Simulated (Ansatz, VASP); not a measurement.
Two plane-wave programs on Si7Ge

Contents of POSCAR:

```
Si7Ge
1.0
    5.7413668519      0.0000000000      0.0000000000
    0.0000000000      5.7413668519      0.0000000000
    0.0000000000      0.0000000000      5.1945700089
Si Ge
7 1
Direct
    0.2524307582      0.2524307582      0.2524307582
    0.0000000000      0.5000000000      0.5000000000
    0.5000000000      0.5000000000      0.0000000000
    0.5000000000      0.0000000000      0.5000000000
    0.7475692418      0.2524307582      0.7475692418
    0.7475692418      0.7475692418      0.2524307582
    0.2524307582      0.7475692418      0.7475692418
    0.0000000000      0.0000000000      0.0000000000
```

INCAR.step1

```
PREC     = Accurate       # precision mode
ENCUT    = 520            # plane-wave cutoff, eV
ISMEAR   = 0              # smearing method
SIGMA    = 0.05           # smearing width, eV
LREAL    = False          # projectors in reciprocal space
LASPH    = True           # aspherical terms in the spheres
NELM     = 80             # most SCF steps
NBANDS   = 31             # bands
GGA      = PE             # functional
ALGO     = Normal         # electronic algorithm
EDIFF    = 1E-4           # SCF threshold, eV
LWAVE    = True           # write WAVECAR
LCHARG   = False          # write CHGCAR
```

The input INCAR.step2:

```
PREC     = Accurate       # precision mode
ENCUT    = 520            # plane-wave cutoff, eV
EDIFF    = 1E-7           # SCF threshold, eV
ISMEAR   = 0              # smearing method
SIGMA    = 0.05           # smearing width, eV
LREAL    = False          # projectors in reciprocal space
LASPH    = True           # aspherical terms in the spheres
NELM     = 80             # most SCF steps
ALGO     = Normal         # electronic algorithm
ISIF     = 2              # what is computed and relaxed
LWAVE    = False          # write WAVECAR
LCHARG   = False          # write CHGCAR
METAGGA  = R2SCAN         # meta-GGA
LMIXTAU  = True         
NBANDS   = 31             # bands
ISTART   = 1
```

KPOINTS

```
Automatic mesh
0
Gamma
  6 6 6
```

Input for Ansatz:

```yaml
crystal:
  lattice:
    - [5.7413668519, 0.0, 0.0]
    - [0.0, 5.7413668519, 0.0]
    - [0.0, 0.0, 5.1945700089]
  atoms:
    - { symbol: Si, position: [0.2524307582, 0.2524307582, 0.2524307582] }
    - { symbol: Si, position: [0.0, 0.5, 0.5] }
    - { symbol: Si, position: [0.5, 0.5, 0.0] }
    - { symbol: Si, position: [0.5, 0.0, 0.5] }
    - { symbol: Si, position: [0.7475692418, 0.2524307582, 0.7475692418] }
    - { symbol: Si, position: [0.7475692418, 0.7475692418, 0.2524307582] }
    - { symbol: Si, position: [0.2524307582, 0.7475692418, 0.7475692418] }
    - { symbol: Ge, position: [0.0, 0.0, 0.0] }
basis:
  ecutwfc: 500
kpoints:
  mp_grid: { grid: [6, 6, 6] }
hamiltonian:
  xc: r2scan
scf:
  occupations: { method: gaussian, width: 0.05 }
output:
  forces: true
  stress: true
  eigenvalues: true
```

Change from the starting cell: strain +0.050 along x and y, -0.050 along z, atoms carried along.

Alike in both runs: task single point; functional r2SCAN; k mesh 6 × 6 × 6; occupations gaussian, width 0.05 eV; no spin polarisation.

|  | VASP | Ansatz |
| --- | --- | --- |
| version | VASP 6.6.1 | Ansatz 0.2.0 |
| potentials or method | VASP PAW PBE potentials, release 64 (Si, Ge_d), cutoff 520 eV | scalar-relativistic, plane waves, PAW |
| valence electrons in the cell | 42 | 42 |

VASP gave:

- gap on the k mesh at the Fermi level (eV): none
- pressure (GPa): -4.3
- traceless stress, the component that is largest in VASP (GPa): 5.74
- rms of the force components (eV/Å): 0.016

**Question.** Which values does Ansatz return?

**Answer.** gap on the k mesh at the Fermi level (eV): none; pressure (GPa): -4.1; traceless stress, the component that is largest in VASP (GPa): 5.71; rms of the force components (eV/Å): 0.012.

VASP's potentials were made for PBE, not for r2SCAN. Atom by atom the forces differ by 0.006 eV/Å (rms over components). A gap of «none» marks a metal or a gap that the smearing closes. With one functional, cell and mesh, what is left measures potentials, basis and numerics.
